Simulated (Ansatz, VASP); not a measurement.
InSe: VASP beside Ansatz

The input INCAR:

```
SYSTEM = InSe
ALGO     = Normal         ! electronic algorithm
EDIFF    = 1E-6           ! SCF threshold, eV
ENCUT    = 520            ! plane-wave cutoff, eV
GGA      = PE             ! functional
ISIF     = 2              ! what is computed and relaxed
ISMEAR   = 0              ! smearing method
LASPH    = .TRUE.         ! aspherical terms in the spheres
LCHARG   = .FALSE.        ! write CHGCAR
LREAL    = .FALSE.        ! projectors in reciprocal space
LWAVE    = .FALSE.        ! write WAVECAR
NBANDS   = 27             ! bands
NELM     = 60             ! most SCF steps
PREC     = Accurate       ! precision mode
SIGMA    = 0.05           ! smearing width, eV
```

Contents of KPOINTS:

```
k-points
0
G
  8 8 6
  0 0 0
```

POSCAR

```
InSe
1.0
    5.6444789343     -2.0142225252     -0.2480310495
    5.6444789343      2.0142225252     -0.2480310495
   -1.7399783792      0.0000000000      5.7153682198
In Se
2 2
Direct
    0.8798970786      0.8959048326      0.0533034054
    0.1040951674      0.1201029214      0.9466965946
    0.6779663094      0.6546922176      0.6952062322
    0.3453077824      0.3220336906      0.3047937678
```

Input for Ansatz:

```yaml
crystal:
  lattice:
    - [5.6444789343, -2.0142225252, -0.2480310495]
    - [5.6444789343, 2.0142225252, -0.2480310495]
    - [-1.7399783792, 0.0, 5.7153682198]
  atoms:
    - { symbol: In, position: [0.8798970786, 0.8959048326, 0.0533034054] }
    - { symbol: In, position: [0.1040951674, 0.1201029214, 0.9466965946] }
    - { symbol: Se, position: [0.6779663094, 0.6546922176, 0.6952062322] }
    - { symbol: Se, position: [0.3453077824, 0.3220336906, 0.3047937678] }
basis:
  ecutwfc: 420
kpoints:
  mp_grid: { grid: [8, 8, 6] }
hamiltonian:
  xc: pbe
  pseudopotentials: { kind: paw, azcp: { folder: soft_1 } }
scf:
  occupations: { method: gaussian, width: 0.05 }
output:
  forces: true
  stress: true
  eigenvalues: true
```

Change from the starting cell: mode 9 frozen in at -0.048 Å, strain +e along z and -e/2 along x and y +0.0467.

Alike in both runs: task single point; functional PBE; k mesh 8 × 8 × 6; occupations gaussian, width 0.05 eV; no spin polarisation.

```csv
,VASP,Ansatz
version,VASP 6.6.1,Ansatz 0.2.0
potentials or method,"VASP PAW PBE potentials, release 64 (In_d, Se), cutoff 520 eV","scalar-relativistic, plane waves, PAW"
valence electrons in the cell,38,58
```

|  | VASP | Ansatz | Ansatz less VASP |
| --- | --- | --- | --- |
| gap on the k mesh at the Fermi level (eV) | 1.21 | 1.22 | +0.007 |
| least direct gap on the mesh (eV) | 1.34 | 1.35 | +0.006 |
| pressure (GPa) | 0.5 | 0.5 | -0.04 |
| traceless stress, the component that is largest in VASP (GPa) | -0.65 | -0.65 | -0.007 |
| rms of the force components (eV/Å) | 0.186 | 0.186 | +0.0005 |

Atom by atom the forces differ by 0.008 eV/Å (rms over components). VASP's potentials hold 38 valence electrons a cell and Ansatz's 58, so a difference there can come from the potentials and not from the codes.
